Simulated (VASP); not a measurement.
Input of a VASP 6.6.1 run:

The input INCAR:

```
SYSTEM = Ga2GeO2
ALGO = Normal
EDIFF = 1E-6
EDIFFG = -0.01
ENCUT = 600
GGA = PE
IBRION = 2
ISIF = 3
ISMEAR = 0
LASPH = .TRUE.
LCHARG = .FALSE.
LREAL = .FALSE.
LWAVE = .FALSE.
NELM = 100
NSW = 100
PREC = Accurate
SIGMA = 0.1
```

Contents of KPOINTS:

```
k-points
0
G
  10 10 8
  0 0 0
```

The input POSCAR:

```
Ga2GeO2
1.0
    3.8005328589      0.0000000000      0.0000000000
    0.0000000000      3.8005328589      0.0000000000
    0.0000000000      0.0000000000      5.4765609157
Ga Ge O
2 1 2
Direct
    0.5000000000      0.0000000000      0.1726705603
    0.0000000000      0.5000000000      0.1726705603
    0.5000000000      0.5000000000      0.6884199050
    0.5000000000      0.0000000000      0.8159611922
    0.0000000000      0.5000000000      0.8159611922
```

Potentials or basis: VASP PAW PBE potentials, release 64 (Ga_d, Ge_d, O).

Launch:

```bash
$ cat potpaw_PBE.64/Ga_d/POTCAR potpaw_PBE.64/Ge_d/POTCAR potpaw_PBE.64/O/POTCAR > POTCAR
$ mpirun -np 1 vasp_std > vasp.out
```

**Question.** What does it give for the band gap on the k mesh?

**Answer.** Zero (band 26 reaches 4.99 eV, above the bottom of band 27 at 2.20 eV).

**Question.** What does it give for the space group after relaxing (to 0.05 Å)?

**Answer.** P4mm (No. 99).

The path:
| step | energy change (eV) | largest force (eV/Å) | pressure (GPa) | volume (Å³) |
| --- | --- | --- | --- | --- |
| 1 | 0.0000 | 0.2030 | 0.63 | 79.10 |
| 2 | -0.0074 | 0.1199 | 0.25 | 79.81 |
| 3 | -0.0097 | 0.0819 | -0.04 | 80.49 |
| 4 | -0.0116 | 0.0561 | 0.14 | 80.56 |
| 5 | -0.0137 | 0.0959 | 0.84 | 80.76 |
| 6 | -0.0141 | 0.0941 | 0.69 | 80.82 |
| 7 | -0.0154 | 0.0885 | 0.75 | 80.99 |
| 8 | -0.0175 | 0.0787 | 0.67 | 81.34 |
| 9 | -0.0205 | 0.0708 | 0.50 | 82.03 |
| 10 | -0.0221 | 0.0646 | 0.29 | 83.41 |
| 11 | -0.0222 | 0.0666 | 0.35 | 83.13 |
| 12 | -0.0227 | 0.0499 | 0.12 | 83.21 |
| 13 | -0.0228 | 0.0557 | 0.00 | 83.26 |
| 14 | -0.0228 | 0.0573 | 0.00 | 83.27 |
| 15 | -0.0229 | 0.0393 | 0.02 | 83.28 |
| 16 | -0.0230 | 0.0038 | 0.04 | 83.31 |
